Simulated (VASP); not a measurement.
# BaS (Fm-3m) in VASP: notebook

BaS is run at these levels: r2SCAN, PBE; tasks: single point.

Program: VASP 6.6.1. These are calculated values, not measurements. Logs are shortened: lines on timing, memory, paths and dates and some standing lists are left out, and cuts for length are marked.

### 1 The cell of the first run

It takes space group Fm-3m (No. 225, cubic). The conventional cell has a = 6.574 Å, b = 6.574 Å, c = 6.574 Å, α = 90.00°, β = 90.00°, γ = 90.00°. Within 4.3 Å of Ba (site symmetry m-3m) lie 6 S at 3.29 Å. S (site symmetry m-3m) has 6 Ba at 3.29 Å within 4.3 Å.

### 2 Single point, r2SCAN (strain +2.3%)

File POSCAR:

```
BaS
1.0
    0.0000000000      3.2869518974      3.2869518974
    3.2869518974      0.0000000000      3.2869518974
    3.2869518974      3.2869518974      0.0000000000
Ba S
1 1
Direct
    0.0000000000      0.0000000000      0.0000000000
    0.5000000000      0.5000000000      0.5000000000
```

File INCAR.step1:

```
SYSTEM = BaS
PREC = Accurate
ENCUT = 520
ISMEAR = 0
SIGMA = 0.01
LREAL = .False.
LASPH = .True.
NELM = 100
NBANDS = 15
GGA = PE
ALGO = Normal
EDIFF = 1E-4
LWAVE = .True.
LCHARG = .False.
```

File INCAR.step2:

```
SYSTEM = BaS
PREC = Accurate
ENCUT = 520
EDIFF = 1E-6
ISMEAR = 0
SIGMA = 0.01
LREAL = .False.
LASPH = .True.
NELM = 100
ALGO = Normal
ISIF = 2
LWAVE = .False.
LCHARG = .True.
METAGGA = R2SCAN
LMIXTAU = .True.
LELF = .True.
LVHAR = .True.
NBANDS = 15
ISTART = 1
```

File KPOINTS:

```
regular mesh
0
Gamma
  8 8 8
  0 0 0
```

Potentials or basis: VASP PAW PBE potentials, release 64 (Ba_sv, S).

Started as:

```sh
cat potpaw_PBE.64/Ba_sv/POTCAR potpaw_PBE.64/S/POTCAR > POTCAR
cp INCAR.step1 INCAR
mpirun -np 1 vasp_std > vasp.out
cp INCAR.step2 INCAR
mpirun -np 1 vasp_std > vasp.out
```

OUTCAR:

```text
SYSTEM = BaS
   PREC = Accurate
   ENCUT = 520
   EDIFF = 1E-6
   ISMEAR = 0
   LREAL = .False.
   LASPH = .True.
   NELM = 100
   ISIF = 2
   METAGGA = R2SCAN
   ISTART = 1

 ion  position               nearest neighbor table
   1  0.000  0.000  0.000-   2 3.29   2 3.29   2 3.29   2 3.29   2 3.29   2 3.29
   2  0.500  0.500  0.500-   1 3.29   1 3.29   1 3.29   1 3.29   1 3.29   1 3.29

  LATTYP: Found a face centered cubic cell.
 ALAT       =     6.5739037948

  Lattice vectors:

 A1 = (   0.0000000000,   3.2869518974,   3.2869518974)
 A2 = (   3.2869518974,   0.0000000000,   3.2869518974)
 A3 = (   3.2869518974,   3.2869518974,   0.0000000000)

Analysis of symmetry for initial positions (statically):
=====================================================================
 Subroutine PRICEL returns:
 Original cell was already a primitive cell.

 Routine SETGRP: Setting up the symmetry group for a
 face centered cubic supercell.

 Subroutine GETGRP returns: Found 48 space group operations
 (whereof 48 operations were pure point group operations)
 out of a pool of 48 trial point group operations.

The static configuration has the point symmetry O_h .

Analysis of symmetry for dynamics (positions and initial velocities):
=====================================================================
 Subroutine PRICEL returns:
 Original cell was already a primitive cell.

 Routine SETGRP: Setting up the symmetry group for a
 face centered cubic supercell.

 Subroutine GETGRP returns: Found 48 space group operations
 (whereof 48 operations were pure point group operations)
 out of a pool of 48 trial point group operations.

The dynamic configuration has the point symmetry O_h .

 Subroutine INISYM returns: Found 48 space group operations
 (whereof 48 operations are pure point group operations),
 and found     1 'primitive' translations

----------------------------------------------------------------------------------------

                                     Primitive cell

  volume of cell :      71.0248

  direct lattice vectors                    reciprocal lattice vectors
     0.000000000  3.286951897  3.286951897    -0.152116616  0.152116616  0.152116616
     3.286951897  0.000000000  3.286951897     0.152116616 -0.152116616  0.152116616
     3.286951897  3.286951897  0.000000000     0.152116616  0.152116616 -0.152116616

  length of vectors
     4.648451952  4.648451952  4.648451952     0.263473708  0.263473708  0.263473708

  position of ions in fractional coordinates (direct lattice)
[... 90 lines left out ...]
   NELECT =      16.0000    total number of electrons
   NUPDOWN=      -1.0000    fix difference up-down
   EMIN   =  10.00;   EMAX   =-10.00  energy-range for DOS
   EFERMI =   0.00;   METHOD = LEGACY
   ISMEAR =     0;   SIGMA  =   0.01  broadening in eV -4-tet -1-fermi 0-gaus
   EFERMI_NEDOS =   21; number of points for ismear=-14 and -15
   IALGO  =     38    algorithm
   IMIX   =      4    mixing-type and parameters
     AMIX     =   0.40;   BMIX     =  1.00
     AMIX_MAG =   1.60;   BMIX_MAG =  1.00
  volume/ion in A,a.u.               =      35.51       239.65
  Fermi-wavevector in a.u.,A,eV,Ry     =   0.996120  1.882393 13.500438  0.992254
  Thomas-Fermi vector in A             =   2.128186
   LORBIT       =      0    0 simple, 1 ext, 2 COOP (PROOUT), +10 PAW based schemes
   METAGGA = R2SCAN    functional components
   LHFCALC =     F    Hartree Fock is set to
   AEXX    =    0.0000 exact exchange contribution
   IVDW    =     0    specifies the selected vdW correction
   LEPSILON=     F    determine dielectric tensor
   LRPA    =     F    only Hartree local field effects (RPA)
 non-spin polarized calculation
 Gauss-broadening in eV      SIGMA  =   0.01
  energy-cutoff  :      520.00
  volume of cell :       71.02
 maximum number of plane-waves:      1926
   NGX = 17   NGY = 17   NGZ = 17

 number of electron      15.9999998 magnetization

 Free energy of the ion-electron system (eV)
  ---------------------------------------------------
  ext. energy  EPLUGINS =         0.00000000
  ---------------------------------------------------
  free energy    TOTEN  =       -39.17921067 eV

  energy without entropy =      -39.17921067  energy(sigma->0) =      -39.17921067

 E-fermi :   0.8461     XC(G=0):  -8.7037

 val. band max:        0.7953279420   @ k =   0.0000   0.0000   0.0000
 cond. band min:       3.3830465622   @ k =   0.5000   0.5000   0.0000
 fundamental gap:      2.5877186202
 Fermi energy:         0.8460702761

 k-point     1 :       0.0000    0.0000    0.0000
  band No.  band energies     occupation
      1     -26.3109      2.00000
      2     -10.9501      2.00000
      3     -10.9501      2.00000
      4     -10.9501      2.00000
      5      -9.8736      2.00000
      6       0.7953      2.00000
      7       0.7953      2.00000
      8       0.7953      2.00000
      9       4.5823      0.00000
     10       5.0739      0.00000
     11       5.0739      0.00000
     12       5.0739      0.00000
     13       6.0268      0.00000
     14       6.0268      0.00000
[... 401 lines left out ...]
      2     -11.6351      2.00000
      3     -11.0895      2.00000
      4     -11.0251      2.00000
      5      -9.1499      2.00000
      6      -0.5454      2.00000
      7       0.0308      2.00000
      8       0.0734      2.00000
      9       5.7798      0.00000
     10       5.9410      0.00000
     11       7.6269      0.00000
     12       7.8118      0.00000
     13       8.8307      0.00000
     14       9.6572      0.00000
     15      10.3032      0.00000

 [... further k-points ...]

------------------------ aborting loop because EDIFF is reached ----------------------------------------

  FORCE on cell =-STRESS in cart. coord.  units (eV):
  Direction    XX          YY          ZZ          XY          YZ          ZX
  --------------------------------------------------------------------------------------
  -------------------------------------------------------------------------------------
  Total       -0.9749334     -0.9749334     -0.9749334      0.0000000      0.0000000     -0.0000000
  in kB      -21.9925461    -21.9925461    -21.9925461      0.0000000      0.0000000     -0.0000000
  external PRESSURE =     -21.9925461 kB  Pullay stress =       0.0000000 kB

 VOLUME and BASIS-vectors are now :
 -----------------------------------------------------------------------------
  energy-cutoff  :      520.00
  volume of cell :       71.02
      direct lattice vectors                 reciprocal lattice vectors
     0.000000000  3.286951897  3.286951897    -0.152116616  0.152116616  0.152116616
     3.286951897  0.000000000  3.286951897     0.152116616 -0.152116616  0.152116616
     3.286951897  3.286951897  0.000000000     0.152116616  0.152116616 -0.152116616

 POSITION                                       TOTAL-FORCE (eV/Angst)
 -----------------------------------------------------------------------------------
      0.00000      0.00000      0.00000        -0.000000      0.000000     -0.000000
      3.28695      3.28695      3.28695         0.000000     -0.000000      0.000000
 -----------------------------------------------------------------------------------
    total drift:                                0.000000      0.000000      0.000000

  FREE ENERGIE OF THE ION-ELECTRON SYSTEM (eV)
  ---------------------------------------------------
  free  energy   TOTEN  =       -39.1792106741 eV

  energy  without entropy=      -39.1792106741  energy(sigma->0) =      -39.17921067
```

OSZICAR.step1:

```text
N       E                     dE             d eps       ncg     rms          rms(c)
DAV:   1     0.839615233866E+02    0.83962E+02   -0.67124E+03   870   0.914E+02
DAV:   2    -0.545340586650E+01   -0.89415E+02   -0.80443E+02  1201   0.164E+02
DAV:   3    -0.105685031483E+02   -0.51151E+01   -0.50771E+01  1124   0.424E+01
DAV:   4    -0.106857046050E+02   -0.11720E+00   -0.11717E+00  1196   0.651E+00
DAV:   5    -0.106882185960E+02   -0.25140E-02   -0.25140E-02  1184   0.774E-01    0.437E+00
DAV:   6    -0.101482120021E+02    0.54001E+00   -0.74864E-01  1031   0.514E+00    0.292E+00
DAV:   7    -0.101531071570E+02   -0.48952E-02   -0.19296E-01  1081   0.240E+00    0.204E+00
DAV:   8    -0.101678520759E+02   -0.14745E-01   -0.25382E-02   968   0.111E+00    0.202E-01
DAV:   9    -0.101692203342E+02   -0.13683E-02   -0.37643E-03  1101   0.450E-01    0.212E-01
DAV:  10    -0.101701632713E+02   -0.94294E-03   -0.10798E-03   961   0.204E-01    0.525E-02
DAV:  11    -0.101703138267E+02   -0.15056E-03   -0.18882E-04  1037   0.811E-02    0.190E-02
DAV:  12    -0.101703190509E+02   -0.52242E-05   -0.99012E-06   617   0.212E-02
   1 F= -.10170319E+02 E0= -.10170319E+02  d E =-.674132E-17
```

It took 2.3 min on 1 thread of Intel Xeon 6975P-C (Granite Rapids), shared host; peak memory 0.23 GiB.

Results:

- Free energy: -39.1792 eV
- Pressure: -2.2 GPa
- Band gap on the k mesh: 2.59 eV (least direct gap 2.76 eV)

Caveat: the cell differs from its parent crystal (strain +2.3%); the PAW data sets were made with another functional, which shifts forces and pressure a little; spin-orbit coupling is left out, which moves the levels of the heavy elements. A k mesh can miss the band edges.

### 3 Single point, PBE (strain +2.3%)

File INCAR:

```
PREC     = Accurate       # precision mode
ENCUT    = 520            # plane-wave cutoff, eV
EDIFF    = 1E-6           # SCF threshold, eV
ISMEAR   = -1             # smearing method
SIGMA    = 0.02           # smearing width, eV
LREAL    = False          # projectors in reciprocal space
LASPH    = True           # aspherical terms in the spheres
NELM     = 100            # most SCF steps
ALGO     = Normal         # electronic algorithm
ISIF     = 2              # what is computed and relaxed
LWAVE    = False          # write WAVECAR
LCHARG   = False          # write CHGCAR
GGA      = PE             # functional
NBANDS   = 15             # bands
```

File KPOINTS:

```
regular mesh
0
Gamma
  8 8 8
```

POSCAR is that of step 2.

Potentials or basis: VASP PAW PBE potentials, release 64 (Ba_sv, S).

Started as:

```sh
cat potpaw_PBE.64/Ba_sv/POTCAR potpaw_PBE.64/S/POTCAR > POTCAR
mpirun -np 1 vasp_std > vasp.out
```

OUTCAR:

```text
PREC = Accurate
   ENCUT = 520
   EDIFF = 1E-6
   ISMEAR = -1
   LREAL = False
   LASPH = True
   NELM = 100
   ISIF = 2
   GGA = PE

 ion  position               nearest neighbor table
   1  0.000  0.000  0.000-   2 3.29   2 3.29   2 3.29   2 3.29   2 3.29   2 3.29
   2  0.500  0.500  0.500-   1 3.29   1 3.29   1 3.29   1 3.29   1 3.29   1 3.29

  LATTYP: Found a face centered cubic cell.
 ALAT       =     6.5739037948

  Lattice vectors:

 A1 = (   0.0000000000,   3.2869518974,   3.2869518974)
 A2 = (   3.2869518974,   0.0000000000,   3.2869518974)
 A3 = (   3.2869518974,   3.2869518974,   0.0000000000)

Analysis of symmetry for initial positions (statically):
=====================================================================
 Subroutine PRICEL returns:
 Original cell was already a primitive cell.

 Routine SETGRP: Setting up the symmetry group for a
 face centered cubic supercell.

 Subroutine GETGRP returns: Found 48 space group operations
 (whereof 48 operations were pure point group operations)
 out of a pool of 48 trial point group operations.

[... 174 lines left out ...]
      5      -9.2030      2.00000
      6       1.0303      2.00000
      7       1.0303      2.00000
      8       1.0303      2.00000
      9       4.2254      0.00000
     10       4.8703      0.00000
     11       4.8703      0.00000
     12       4.8703      0.00000
     13       5.7087      0.00000
     14       5.7087      0.00000
[... 401 lines left out ...]
      2     -11.0243      2.00000
      3     -10.5330      2.00000
      4     -10.4689      2.00000
      5      -8.5386      2.00000
      6      -0.3264      2.00000
      7       0.2607      2.00000
      8       0.3035      2.00000
      9       5.5758      0.00000
     10       5.7287      0.00000
     11       7.3203      0.00000
     12       7.4373      0.00000
     13       8.3870      0.00000
     14       9.3010      0.00000
     15       9.7656      0.00000

 [... further k-points ...]

------------------------ aborting loop because EDIFF is reached ----------------------------------------

  FORCE on cell =-STRESS in cart. coord.  units (eV):
  Direction    XX          YY          ZZ          XY          YZ          ZX
  --------------------------------------------------------------------------------------
  -------------------------------------------------------------------------------------
  Total       -0.8803612     -0.8803612     -0.8803612      0.0000000      0.0000000      0.0000000
  in kB      -19.8591850    -19.8591850    -19.8591850      0.0000000      0.0000000      0.0000000
  external PRESSURE =     -19.8591850 kB  Pullay stress =       0.0000000 kB

 VOLUME and BASIS-vectors are now :
 -----------------------------------------------------------------------------
  energy-cutoff  :      520.00
  volume of cell :       71.02
      direct lattice vectors                 reciprocal lattice vectors
     0.000000000  3.286951897  3.286951897    -0.152116616  0.152116616  0.152116616
     3.286951897  0.000000000  3.286951897     0.152116616 -0.152116616  0.152116616
     3.286951897  3.286951897  0.000000000     0.152116616  0.152116616 -0.152116616

 POSITION                                       TOTAL-FORCE (eV/Angst)
 -----------------------------------------------------------------------------------
      0.00000      0.00000      0.00000        -0.000000     -0.000000      0.000000
      3.28695      3.28695      3.28695         0.000000      0.000000     -0.000000
 -----------------------------------------------------------------------------------
    total drift:                                0.000000      0.000000      0.000000

  FREE ENERGIE OF THE ION-ELECTRON SYSTEM (eV)
  ---------------------------------------------------
  free  energy   TOTEN  =       -10.1703187400 eV

  energy  without entropy=      -10.1703187400  energy(sigma->0) =      -10.17031874
```

Run time: 34 s. Hardware: 1 thread of Intel Xeon 6975P-C (Granite Rapids), shared host; peak memory 0.21 GiB.

Results:

- Free energy: -10.1703 eV
- Pressure: -2.0 GPa
- Band gap on the k mesh: 2.23 eV (least direct gap 2.40 eV)

Levels at points of the mesh, in eV from the valence-band top:
| k point | band 4 | band 5 | band 6 | band 7 | band 8 | band 9 | band 10 | band 11 | band 12 | band 13 |
| --- | --- | --- | --- | --- | --- | --- | --- | --- | --- | --- |
| (0.00, 0.00, 0.00) | -11.42 | -10.23 | 0.00 | 0.00 | 0.00 | 3.20 | 3.84 | 3.84 | 3.84 | 4.68 |
| (0.50, 0.00, 0.00) | -11.45 | -9.35 | -1.76 | -0.93 | -0.93 | 5.25 | 5.42 | 5.97 | 5.97 | 8.26 |
| (0.50, 0.50, 0.00) | -11.56 | -10.14 | -0.60 | -0.17 | -0.17 | 2.23 | 5.52 | 5.70 | 7.03 | 7.03 |

Caveat: the cell differs from its parent crystal (strain +2.3%); spin-orbit coupling is left out, which moves the levels of the heavy elements. A k mesh can miss the band edges.
